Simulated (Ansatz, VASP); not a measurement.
# Zr in VASP and in Ansatz

```
Zr
1.0
     3.30973    0.00000    0.00000
    -1.65487    2.86631    0.00000
     0.00000    0.00000    5.30206
Zr
2
Direct
  0.33333 0.66667 0.25000
  0.66667 0.33333 0.75000
```

Alike in both runs: task single point; functional BLYP; k mesh 18 × 18 × 10; occupations fermi-dirac, width 0.1 eV; no spin polarisation.

|  | VASP | Ansatz |
| --- | --- | --- |
| version | VASP 6.6.1 | Ansatz 0.2.0 |
| potentials or method | VASP PAW PBE potentials, release 64 (Zr_sv), cutoff 520 eV | plane waves (420 eV) with PAW, scalar-relativistic |
| valence electrons in the cell | 24 | 24 |

Ansatz gave:

- pressure (GPa): -3.2
- traceless stress, the component that is largest in VASP (GPa): -0.06

What did VASP give for the same quantities?

Pressure (GPa): -3.1; traceless stress, the component that is largest in VASP (GPa): -0.03.

VASP's potentials were made for PBE, not for BLYP. With one functional, cell and mesh, what is left measures potentials, basis and numerics.
